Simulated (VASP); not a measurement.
Input of a VASP 6.6.1 run:

INCAR

```
SYSTEM = Zn4SnN
  PREC = Accurate
  ENCUT = 520
  EDIFF = 1E-6
  ISMEAR = 0
  SIGMA = 0.1
  LREAL = .FALSE.
  LASPH = .TRUE.
  NELM = 60
  ALGO = Normal
  ISIF = 2
  LWAVE = .FALSE.
  LCHARG = .FALSE.
  GGA = PE
  NBANDS = 42
```

The input KPOINTS:

```
regular mesh
0
G
  4 4 4
  0 0 0
```

File POSCAR:

```
Zn4SnN
1.0
    2.7096466100     -4.2793125400      0.0000000000
    2.7096466100      4.2793125400      0.0000000000
    0.0000000000      0.0000000000      4.1052324200
Zn Sn N
4 1 1
Direct
    0.3424525300      0.6575474700      0.0000000000
    0.6575474700      0.3424525300      0.0000000000
    0.5000000000      0.0000000000      0.5000000000
    0.0000000000      0.5000000000      0.5000000000
    0.0000000000      0.0000000000      0.0000000000
    0.5000000000      0.5000000000      0.5000000000
```

Potentials or basis: VASP PAW PBE potentials, release 64 (Zn, Sn_d, N).

Launch:

```bash
$ cat potpaw_PBE.64/Zn/POTCAR potpaw_PBE.64/Sn_d/POTCAR potpaw_PBE.64/N/POTCAR > POTCAR
$ mpirun -np 1 vasp_std > vasp.out
```

Question: What does it give for the largest force?

Answer: 0.581 eV/Å.

Question: What does it give for the pressure?

Answer: 0.7 GPa.

Question: Predict the band gap on the k mesh.

Answer: Zero (an odd number of electrons rules out a gap without spin polarisation).

Forces in eV/Å, atoms in the order of the input:
```
Zn   0.000 -0.581  0.000
Zn   0.000  0.581  0.000
Zn   0.000  0.000  0.000
Zn   0.000  0.000  0.000
Sn   0.000  0.000  0.000
N    0.000  0.000  0.000
```

Caveat: the k points lie up to 0.38 Å⁻¹ apart, too coarse for converged energies and pressures of a metal; spin-orbit coupling is left out, which moves the levels of the heavy elements.
